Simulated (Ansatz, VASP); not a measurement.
# One calculation of KBr, two programs

File INCAR:

```
PREC = Accurate
ENCUT = 520
EDIFF = 1E-7
ISMEAR = 0
SIGMA = 0.05
LREAL = F
LASPH = T
NELM = 100
ALGO = Normal
ISIF = 2
LWAVE = F
LCHARG = F
GGA = PE
NBANDS = 24
```

The input KPOINTS:

```
regular mesh
0
Gamma
  6 6 4
```

The input POSCAR:

```
KBr
1.0
    0.0000000000     -3.3497787290     -3.3497787290
    0.0000000000      3.3497787290     -3.3497787290
    6.6995574579      0.0000000000      0.0000000000
K Br
2 2
Direct
    0.5000000000      0.5000000000      0.5000000000
    0.0000000000      1.0000000000      0.0000000000
    0.5000000000      0.5000000000      0.0000000000
    0.0000000000      0.0000000000      0.5000000000
```

Input for Ansatz:

```yaml
crystal:
  lattice:
    - [0.0, -3.349778729, -3.349778729]
    - [0.0, 3.349778729, -3.349778729]
    - [6.6995574579, 0.0, 0.0]
  atoms:
    - { symbol: K, position: [0.5, 0.5, 0.5] }
    - { symbol: K, position: [0.0, 1.0, 0.0] }
    - { symbol: Br, position: [0.5, 0.5, 0.0] }
    - { symbol: Br, position: [0.0, 0.0, 0.5] }
basis:
  ecutwfc: 420
kpoints:
  mp_grid: { grid: [6, 6, 4] }
hamiltonian:
  xc: pbe
scf:
  occupations: { method: gaussian, width: 0.05 }
output:
  forces: true
  stress: true
  eigenvalues: true
  write_density: true
  write_potential: true
  elf: true
  volumetric_format: npy
```

Alike in both runs: task single point; functional PBE; k mesh 6 × 6 × 4; occupations gaussian, width 0.05 eV; no spin polarisation.

|  | VASP | Ansatz |
| --- | --- | --- |
| version | VASP 6.6.1 | Ansatz 0.2.0 |
| potentials or method | VASP PAW PBE potentials, release 64 (K_sv, Br), cutoff 520 eV | scalar-relativistic, plane waves, PAW |
| valence electrons in the cell | 32 | 32 |

Ansatz gave:

* gap on the k mesh at the Fermi level (eV): 4.32
* least direct gap on the mesh (eV): 4.32
* pressure (GPa): 0.0

Problem. Which values does VASP return?

Solution. gap on the k mesh at the Fermi level (eV): 4.32; least direct gap on the mesh (eV): 4.32; pressure (GPa): 0.1.

With one functional, cell and mesh, what is left measures potentials, basis and numerics.
